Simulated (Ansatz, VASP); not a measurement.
One calculation of Si4O, two programs

```
Si O
1.0
     2.60318    0.00000    0.00000
     0.00000    5.64023    0.00000
     0.00000    0.00000    6.26688
Si O
4 1
Direct
  0.50000 0.27484 0.00000
  0.50000 0.72516 0.00000
  0.00000 0.50000 0.70503
  0.00000 0.50000 0.29497
  0.00000 0.00000 0.00000
```

Alike in both runs: functional PBE; k mesh 4 × 4 × 4; occupations gaussian, width 0.1 eV; no spin polarisation.

Ansatz relaxed the structure, and its values are those at the end. VASP's run is a single point on that final structure, the one shown.

|  | VASP | Ansatz |
| --- | --- | --- |
| version | VASP 6.6.1 | Ansatz 0.2.0 |
| potentials or method | VASP PAW PBE potentials, release 64 (Si, O), cutoff 520 eV | scalar-relativistic, plane waves, PAW |
| valence electrons in the cell | 22 | 22 |

|  | VASP | Ansatz | Ansatz less VASP |
| --- | --- | --- | --- |
| gap on the k mesh at the Fermi level (eV) | none | none | - |
| pressure (GPa) | 0.0 | 0.0 | -0.03 |
| rms of the force components (eV/Å) | 0.011 | 0.005 | -0.0063 |

A gap of «none» marks a metal or a gap that the smearing closes.

The k mesh is coarse, so the values compare programs but aren't converged.
